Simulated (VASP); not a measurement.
# MgS (P6_3mc) in VASP: further runs

The runs below take MgS through single point, with PBEsol.

All numbers are computed with VASP 6.6.1; they aren't measurements. Logs are shortened: lines on timing, memory, paths and dates and some standing lists are left out, and cuts for length are marked.

## 1. The cell of the first run

The structure is hexagonal, space group P6_3mc (No. 186). Conventional cell: a = 3.873 Å, b = 3.873 Å, c = 6.690 Å, α = 90.00°, β = 90.00°, γ = 120.00°. Within 3.1 Å of Mg (site symmetry 3m) lie 4 S at 2.37 to 2.57 Å. Within 3.1 Å of S (site symmetry 3m) lie 4 Mg at 2.37 to 2.57 Å.

## 2. Single point, PBEsol (strain -0.040 along x and y, +0.040 along z)

INCAR reads:

```
PREC = Accurate
ENCUT = 520
EDIFF = 1E-6
ISMEAR = 0
SIGMA = 0.05
LREAL = F
LASPH = T
NELM = 100
ALGO = Normal
ISIF = 2
LWAVE = F
LCHARG = F
GGA = PS
NBANDS = 16
```

KPOINTS reads:

```
regular mesh
0
Gamma
  6 6 4
```

POSCAR reads:

```
MgS
1.0
    3.8732375105      0.0000000000      0.0000000000
   -1.9366187553      3.3543220790      0.0000000000
    0.0000000000      0.0000000000      6.6895859472
Mg S
2 2
Direct
    0.6666666667      0.3333333333      0.4957548500
    0.3333333333      0.6666666667      0.9957548500
    0.3333333333      0.6666666667      0.3792441500
    0.6666666667      0.3333333333      0.8792441500
```

Potentials or basis: VASP PAW PBE potentials, release 64 (Mg, S).

Launch:

```console
$ cat potpaw_PBE.64/Mg/POTCAR potpaw_PBE.64/S/POTCAR > POTCAR
$ mpirun -np 1 vasp_std > vasp.out
```

OUTCAR:

```text
PREC = Accurate
   ENCUT = 520
   EDIFF = 1E-6
   ISMEAR = 0
   LREAL = F
   LASPH = T
   NELM = 100
   ISIF = 2
   GGA = PS

 ion  position               nearest neighbor table
   1  0.667  0.333  0.496-   3 2.37   3 2.37   3 2.37   4 2.57
   2  0.333  0.667  0.996-   4 2.37   4 2.37   4 2.37   3 2.57
   3  0.333  0.667  0.379-   1 2.37   1 2.37   1 2.37   2 2.57
   4  0.667  0.333  0.879-   2 2.37   2 2.37   2 2.37   1 2.57

  LATTYP: Found a hexagonal cell.
 ALAT       =     3.8732375105
 C/A-ratio  =     1.7271303216

  Lattice vectors:

 A1 = (   3.8732375105,   0.0000000000,   0.0000000000)
 A2 = (  -1.9366187553,   3.3543220790,   0.0000000000)
 A3 = (   0.0000000000,   0.0000000000,   6.6895859472)

Analysis of symmetry for initial positions (statically):
=====================================================================
 Subroutine PRICEL returns:
 Original cell was already a primitive cell.

 Routine SETGRP: Setting up the symmetry group for a
 hexagonal supercell.

 Subroutine GETGRP returns: Found 12 space group operations
 (whereof  6 operations were pure point group operations)
 out of a pool of 24 trial point group operations.

The static configuration has the point symmetry C_3v.
 The point group associated with its full space group is C_6v.

Analysis of symmetry for dynamics (positions and initial velocities):
=====================================================================
 Subroutine PRICEL returns:
 Original cell was already a primitive cell.

 Routine SETGRP: Setting up the symmetry group for a
 hexagonal supercell.

 Subroutine GETGRP returns: Found 12 space group operations
 (whereof  6 operations were pure point group operations)
 out of a pool of 24 trial point group operations.

The dynamic configuration has the point symmetry C_3v.
 The point group associated with its full space group is C_6v.

 Subroutine INISYM returns: Found 12 space group operations
 (whereof  6 operations are pure point group operations),
 and found     1 'primitive' translations

----------------------------------------------------------------------------------------

                                     Primitive cell

  volume of cell :      86.9117

  direct lattice vectors                    reciprocal lattice vectors
     3.873237511  0.000000000  0.000000000     0.258181947  0.149061416  0.000000000
    -1.936618755  3.354322079  0.000000000     0.000000000  0.298122833  0.000000000
     0.000000000  0.000000000  6.689585947     0.000000000  0.000000000  0.149486083

  length of vectors
     3.873237511  3.873237511  6.689585947     0.298122833  0.298122833  0.149486083

  position of ions in fractional coordinates (direct lattice)
     0.666666667  0.333333333  0.495754850
     0.333333333  0.666666667  0.995754850
     0.333333333  0.666666667  0.379244150
     0.666666667  0.333333333  0.879244150

  ion indices of the primitive-cell ions
   primitive index   ion index
                 1           1
                 2           2
                 3           3
                 4           4

----------------------------------------------------------------------------------------

 KPOINTS: regular mesh

Automatic generation of k-mesh.
 Grid dimensions read from file:
 generate k-points for:    6    6    4

 Generating k-lattice:

  Cartesian coordinates                     Fractional coordinates (reciprocal lattice)
     0.043030324  0.024843569  0.000000000     0.166666667  0.000000000  0.000000000
     0.000000000  0.049687139  0.000000000     0.000000000  0.166666667  0.000000000
     0.000000000  0.000000000  0.037371521     0.000000000  0.000000000  0.250000000

  Length of vectors
     0.049687139  0.049687139  0.037371521

  Shift w.r.t. Gamma in fractional coordinates (k-lattice)
     0.000000000  0.000000000  0.000000000

 Subroutine IBZKPT returns following result:
 ===========================================

 Found     21 irreducible k-points:

 Following reciprocal coordinates:
            Coordinates               Weight
  0.000000  0.000000  0.000000      1.000000
  0.166667  0.000000  0.000000      6.000000
  0.333333  0.000000  0.000000      6.000000
  0.500000  0.000000  0.000000      3.000000
  0.166667  0.166667  0.000000      6.000000
  0.333333  0.166667  0.000000     12.000000
[... 13 lines left out ...]
  0.333333  0.166667  0.500000     12.000000
  0.333333  0.333333  0.500000      2.000000
   k-points           NKPTS =     21   k-points in BZ     NKDIM =     21   number of bands    NBANDS=     16
   number of dos      NEDOS =    301   number of ions     NIONS =      4
   total plane-waves  NPLWV =  45000
   dimension x,y,z NGX =    30 NGY =   30 NGZ =   50
   dimension x,y,z NGXF=    60 NGYF=   60 NGZF=  100
   ions per type =               2   2
   NGX,Y,Z   is equivalent  to a cutoff of  12.88, 12.88, 12.43 a.u.
   NGXF,Y,Z  is equivalent  to a cutoff of  25.75, 25.75, 24.85 a.u.
 SYSTEM =  unknown system
   PREC   = accura    normal or accurate (medium, high low for compatibility)
   ISTART =      0    job   : 0-new  1-cont  2-samecut
   ICHARG =      2    charge: 1-file 2-atom 10-const
   ISPIN  =      1    spin polarized calculation?
   LNONCOLLINEAR =      F non collinear calculations
   LSORBIT =      F    spin-orbit coupling
   LASPH  =      T    aspherical Exc in radial PAW
   ENCUT  =  520.0 eV  38.22 Ry    6.18 a.u.   7.20  7.20 12.44*2*pi/ulx,y,z
   NELM   =    100;   NELMIN=  2; NELMDL= -5     # of ELM steps
   EDIFF  = 0.1E-05   stopping-criterion for ELM
   LREAL  =      F    real-space projection
   EDIFFG = 0.1E-04   stopping-criterion for IOM
   NSW    =      0    number of steps for IOM
   IBRION =     -1    ionic relax: 0-MD 1-quasi-New 2-CG
   NFREE  =      0    steps in history (QN), initial steepest desc. (CG)
   ISIF   =      2    stress and relaxation
   ISYM   =      2    0-nonsym 1-usesym 2-fastsym
   POTIM  = 0.5000    time-step for ionic-motion
   TEBEG  =    0.0;   TEEND  =   0.0 temperature during run
   PSTRESS=    0.0 pullay stress
   NELECT =      16.0000    total number of electrons
   NUPDOWN=      -1.0000    fix difference up-down
   EMIN   =  10.00;   EMAX   =-10.00  energy-range for DOS
   EFERMI =   0.00;   METHOD = LEGACY
   ISMEAR =     0;   SIGMA  =   0.05  broadening in eV -4-tet -1-fermi 0-gaus
   EFERMI_NEDOS =   21; number of points for ismear=-14 and -15
   IALGO  =     38    algorithm
   IMIX   =      4    mixing-type and parameters
     AMIX     =   0.40;   BMIX     =  1.00
     AMIX_MAG =   1.60;   BMIX_MAG =  1.00
  volume/ion in A,a.u.               =      21.73       146.63
  Fermi-wavevector in a.u.,A,eV,Ry     =   0.931298  1.759898 11.800556  0.867316
  Thomas-Fermi vector in A             =   2.057777
   LORBIT       =      0    0 simple, 1 ext, 2 COOP (PROOUT), +10 PAW based schemes
   GGA     = PS    functional components
   LHFCALC =     F    Hartree Fock is set to
   AEXX    =    0.0000 exact exchange contribution
   IVDW    =     0    specifies the selected vdW correction
   LEPSILON=     F    determine dielectric tensor
   LRPA    =     F    only Hartree local field effects (RPA)
 non-spin polarized calculation
 Gauss-broadening in eV      SIGMA  =   0.05
  energy-cutoff  :      520.00
  volume of cell :       86.91
 maximum number of plane-waves:      2367
 NGX is ok and might be reduce to    30
   NGX = 15   NGY = 15   NGZ = 25

 number of electron      15.9999999 magnetization

 Free energy of the ion-electron system (eV)
  ---------------------------------------------------
  ext. energy  EPLUGINS =         0.00000000
  ---------------------------------------------------
  free energy    TOTEN  =       -17.71451200 eV

  energy without entropy =      -17.71451200  energy(sigma->0) =      -17.71451200

 E-fermi :   1.5363     XC(G=0):  -8.7328

 val. band max:        1.3191385985   @ k =   0.0000   0.0000   0.0000
 cond. band min:       4.8056271551   @ k =   0.0000   0.0000   0.0000
 fundamental gap:      3.4864885566
 Fermi energy:         1.5362516209

 k-point     1 :       0.0000    0.0000    0.0000
  band No.  band energies     occupation
      1     -10.1604      2.00000
      2      -9.5029      2.00000
      3      -2.0504      2.00000
      4       1.0088      2.00000
      5       1.0088      2.00000
      6       1.2176      2.00000
[... 8 lines left out ...]
     15      10.0601      0.00000
     16      10.2913      0.00000

 k-point     2 :       0.1667    0.0000    0.0000
  band No.  band energies     occupation
      1     -10.0006      2.00000
      2      -9.4019      2.00000
      3      -1.8058      2.00000
      4       0.1016      2.00000
      5       0.4124      2.00000
      6       0.7808      2.00000
[... 8 lines left out ...]
     15       9.8489      0.00000
     16      10.3757      0.00000

 k-point     3 :       0.3333    0.0000    0.0000
  band No.  band energies     occupation
      1      -9.6209      2.00000
      2      -9.2080      2.00000
      3      -1.3477      2.00000
      4      -1.0866      2.00000
      5      -0.8077      2.00000
      6       0.4194      2.00000
[... 8 lines left out ...]
     15      10.0570      0.00000
     16      11.8362      0.00000

 k-point     4 :       0.5000    0.0000    0.0000
  band No.  band energies     occupation
      1      -9.3636      2.00000
      2      -9.1465      2.00000
      3      -1.8695      2.00000
      4      -1.3677      2.00000
      5      -0.5130      2.00000
      6       0.2653      2.00000
[... 8 lines left out ...]
     15       9.8814      0.00000
     16      12.5562      0.00000
[... 267 lines left out ...]
 k-point    19 :       0.1667    0.1667    0.5000
  band No.  band energies     occupation
      1      -9.5019      2.00000
      2      -9.5019      2.00000
      3      -1.1163      2.00000
      4      -1.1163      2.00000
      5       0.2460      2.00000
      6       0.2460      2.00000
[... 8 lines left out ...]
     15      10.4297      0.00000
     16      10.4297      0.00000

 k-point    20 :       0.3333    0.1667    0.5000
  band No.  band energies     occupation
      1      -9.2572      2.00000
      2      -9.2572      2.00000
      3      -1.6416      2.00000
      4      -1.6416      2.00000
      5      -0.1105      2.00000
      6      -0.1105      2.00000
[... 8 lines left out ...]
     15      11.1191      0.00000
     16      11.1191      0.00000

 k-point    21 :       0.3333    0.3333    0.5000
  band No.  band energies     occupation
      1      -9.1721      2.00000
      2      -9.1721      2.00000
      3      -1.4490      2.00000
      4      -1.4490      2.00000
      5      -0.8136      2.00000
      6      -0.8136      2.00000
[... 8 lines left out ...]
     15      10.7219      0.00000
     16      10.7219      0.00000

------------------------ aborting loop because EDIFF is reached ----------------------------------------

  FORCE on cell =-STRESS in cart. coord.  units (eV):
  Direction    XX          YY          ZZ          XY          YZ          ZX
  --------------------------------------------------------------------------------------
  -------------------------------------------------------------------------------------
  Total        3.1853136      3.1853136     -1.4555763     -0.0000000      0.0000000      0.0000000
  in kB       58.7198108     58.7198108    -26.8328881     -0.0000000      0.0000000      0.0000000
  external PRESSURE =      30.2022445 kB  Pullay stress =       0.0000000 kB

 VOLUME and BASIS-vectors are now :
 -----------------------------------------------------------------------------
  energy-cutoff  :      520.00
  volume of cell :       86.91
      direct lattice vectors                 reciprocal lattice vectors
     3.873237511  0.000000000  0.000000000     0.258181947  0.149061416  0.000000000
    -1.936618755  3.354322079  0.000000000     0.000000000  0.298122833  0.000000000
     0.000000000  0.000000000  6.689585947     0.000000000  0.000000000  0.149486083

 POSITION                                       TOTAL-FORCE (eV/Angst)
 -----------------------------------------------------------------------------------
      1.93662      1.11811      3.31639        -0.000000     -0.000000      0.603969
     -0.00000      2.23621      6.66119         0.000000     -0.000000      0.603969
     -0.00000      2.23621      2.53699        -0.000000     -0.000000     -0.603969
      1.93662      1.11811      5.88178         0.000000      0.000000     -0.603969
 -----------------------------------------------------------------------------------
    total drift:                               -0.000000      0.000000     -0.000464

  FREE ENERGIE OF THE ION-ELECTRON SYSTEM (eV)
  ---------------------------------------------------
  free  energy   TOTEN  =       -17.7145119963 eV

  energy  without entropy=      -17.7145119963  energy(sigma->0) =      -17.71451200
```

It took 57 s on 1 thread of AMD EPYC 7R13, shared host; peak memory 0.17 GiB.

What came out:

```yaml
Free_energy: -17.7145 eV
Pressure: 3.0 GPa
Largest_force: 0.604 eV/Å
Band_gap_on_the_k_mesh: 3.49 eV, direct
```

Forces in eV/Å, atoms in the order of the input:
```
Mg   0.000  0.000  0.604
Mg   0.000  0.000  0.604
S    0.000  0.000 -0.604
S    0.000  0.000 -0.604
```

Stress tensor (GPa, compression positive):
```
 5.87  0.00  0.00
 0.00  5.87  0.00
 0.00  0.00 -2.68
```

Levels at points of the mesh, in eV from the valence-band top:
| k point | band 6 | band 7 | band 8 | band 9 | band 10 | band 11 |
| --- | --- | --- | --- | --- | --- | --- |
| (0.00, 0.00, 0.00) | -0.10 | 0.00 | 0.00 | 3.49 | 5.21 | 7.63 |
| (0.50, 0.00, 0.00) | -1.05 | -0.88 | -0.44 | 4.91 | 4.92 | 5.81 |
| (0.00, 0.00, 0.50) | -0.16 | -0.16 | -0.16 | 5.24 | 5.24 | 7.39 |
| (0.50, 0.00, 0.50) | -0.88 | -0.77 | -0.77 | 4.49 | 4.49 | 6.21 |

Caveat: the cell differs from its parent crystal (strain -0.040 along x and y, +0.040 along z); the PAW data sets were made with another functional, which shifts forces and pressure a little.

## 3. Single point, PBEsol (strain -0.040 along x and y, +0.080 along z)

INCAR reads:

```
ALGO = Normal ; EDIFF = 1E-7
ENCUT = 520 ; GGA = PS
ISIF = 2 ; ISMEAR = 0
LASPH = True ; LCHARG = False
LREAL = False ; LWAVE = False
NBANDS = 16 ; NELM = 60
PREC = Accurate ; SIGMA = 0.05
```

KPOINTS reads:

```
k-points
0
Gamma
  6 6 4
```

POSCAR, as its differences from that of step 2:

```diff
@@ -4,3 +4,3 @@
    -1.9366187553      3.3543220790      0.0000000000
-    0.0000000000      0.0000000000      6.6895859472
+    0.0000000000      0.0000000000      6.9468777144
 Mg S
```

Potentials or basis: VASP PAW PBE potentials, release 64 (Mg, S).

Launch:

```console
$ cat potpaw_PBE.64/Mg/POTCAR potpaw_PBE.64/S/POTCAR > POTCAR
$ mpirun -np 1 vasp_std > vasp.out
```

OUTCAR:

```text
EDIFF = 1E-7
   ENCUT = 520
   GGA = PS
   ISIF = 2
   ISMEAR = 0
   LASPH = True
   LREAL = False
   NELM = 60
   PREC = Accurate

 ion  position               nearest neighbor table
   1  0.667  0.333  0.496-   3 2.38   3 2.38   3 2.38   4 2.66
   2  0.333  0.667  0.996-   4 2.38   4 2.38   4 2.38   3 2.66
   3  0.333  0.667  0.379-   1 2.38   1 2.38   1 2.38   2 2.66
   4  0.667  0.333  0.879-   2 2.38   2 2.38   2 2.38   1 2.66

  LATTYP: Found a hexagonal cell.
[... 594 lines left out ...]
  FORCE on cell =-STRESS in cart. coord.  units (eV):
  Direction    XX          YY          ZZ          XY          YZ          ZX
  --------------------------------------------------------------------------------------
  -------------------------------------------------------------------------------------
  Total        2.6135529      2.6135529     -3.1452307     -0.0000000     -0.0000000      0.0000000
  in kB       46.3952306     46.3952306    -55.8334602     -0.0000000     -0.0000000      0.0000000
  external PRESSURE =      12.3190003 kB  Pullay stress =       0.0000000 kB

 VOLUME and BASIS-vectors are now :
 -----------------------------------------------------------------------------
  energy-cutoff  :      520.00
  volume of cell :       90.25
      direct lattice vectors                 reciprocal lattice vectors
     3.873237511  0.000000000  0.000000000     0.258181947  0.149061416  0.000000000
    -1.936618755  3.354322079  0.000000000     0.000000000  0.298122833  0.000000000
     0.000000000  0.000000000  6.946877714     0.000000000  0.000000000  0.143949561

 POSITION                                       TOTAL-FORCE (eV/Angst)
 -----------------------------------------------------------------------------------
      1.93662      1.11811      3.44395         0.000000      0.000000      0.649862
     -0.00000      2.23621      6.91739        -0.000000     -0.000000      0.649862
     -0.00000      2.23621      2.63456        -0.000000      0.000000     -0.649862
      1.93662      1.11811      6.10800         0.000000     -0.000000     -0.649862
 -----------------------------------------------------------------------------------
    total drift:                               -0.000000      0.000000      0.000238

  FREE ENERGIE OF THE ION-ELECTRON SYSTEM (eV)
  ---------------------------------------------------
  free  energy   TOTEN  =       -17.6269085020 eV

  energy  without entropy=      -17.6269085020  energy(sigma->0) =      -17.62690850
```

OSZICAR:

```text
N       E                     dE             d eps       ncg     rms          rms(c)
DAV:   1     0.604901330622E+02    0.60490E+02   -0.58875E+03   672   0.803E+02
DAV:   2    -0.125414923979E+02   -0.73032E+02   -0.65693E+02   952   0.135E+02
DAV:   3    -0.185804310536E+02   -0.60389E+01   -0.60115E+01   920   0.425E+01
DAV:   4    -0.186525467143E+02   -0.72116E-01   -0.72102E-01   808   0.569E+00
DAV:   5    -0.186538168380E+02   -0.12701E-02   -0.12701E-02   936   0.774E-01    0.546E+00
DAV:   6    -0.177119932411E+02    0.94182E+00   -0.13696E+00   752   0.541E+00    0.397E+00
DAV:   7    -0.176241554902E+02    0.87838E-01   -0.34629E-01   848   0.276E+00    0.287E+00
DAV:   8    -0.176294439999E+02   -0.52885E-02   -0.35046E-02   776   0.117E+00    0.178E+00
DAV:   9    -0.176266191480E+02    0.28249E-02   -0.54722E-03   800   0.455E-01    0.343E-01
DAV:  10    -0.176268183062E+02   -0.19916E-03   -0.75650E-04   800   0.131E-01    0.351E-02
DAV:  11    -0.176269006270E+02   -0.82321E-04   -0.58860E-05   776   0.460E-02    0.247E-02
DAV:  12    -0.176269073409E+02   -0.67139E-05   -0.57133E-06   848   0.143E-02    0.153E-02
DAV:  13    -0.176269087155E+02   -0.13746E-05   -0.19980E-06   744   0.774E-03    0.966E-03
DAV:  14    -0.176269085096E+02    0.20590E-06   -0.39437E-07   872   0.351E-03    0.337E-03
DAV:  15    -0.176269085020E+02    0.75644E-08   -0.27629E-08   480   0.961E-04
   1 F= -.17626909E+02 E0= -.17626909E+02  d E =-.145246E-12
```

stdout:

```text
POSCAR found type information on POSCAR MgS
 POSCAR found :  2 types and       4 ions
 scaLAPACK will be used
 -----------------------------------------------------------------------------
|                                                                             |
|                                                                             |
|     You enforced a specific xc type in the INCAR file but a different       |
|     I HOPE YOU KNOW WHAT YOU ARE DOING!                                     |
|                                                                             |
 -----------------------------------------------------------------------------

 LDA part: xc-table for (Slater+PW92), standard interpolation
 POSCAR, INCAR and KPOINTS ok, starting setup
 FFT: planning ... GRIDC
 FFT: planning ... GRID_SOFT
 FFT: planning ... GRID
 WAVECAR not read
 entering main loop
```

Wall time 71 s (1 thread of AMD EPYC 7R13, shared host); peak memory 0.19 GiB.

What came out:

* Free energy: -17.6269 eV
* Pressure: 1.2 GPa
* Largest force: 0.650 eV/Å
* Band gap on the k mesh: 3.18 eV, direct

Forces on the atoms (eV/Å):
```
Mg   0.000  0.000  0.650
Mg   0.000  0.000  0.650
S    0.000  0.000 -0.650
S    0.000  0.000 -0.650
```

Caveat: the cell differs from its parent crystal (strain -0.040 along x and y, +0.080 along z); the PAW data sets were made with another functional, which shifts forces and pressure a little.

(Part 1 of 2 ends here.)
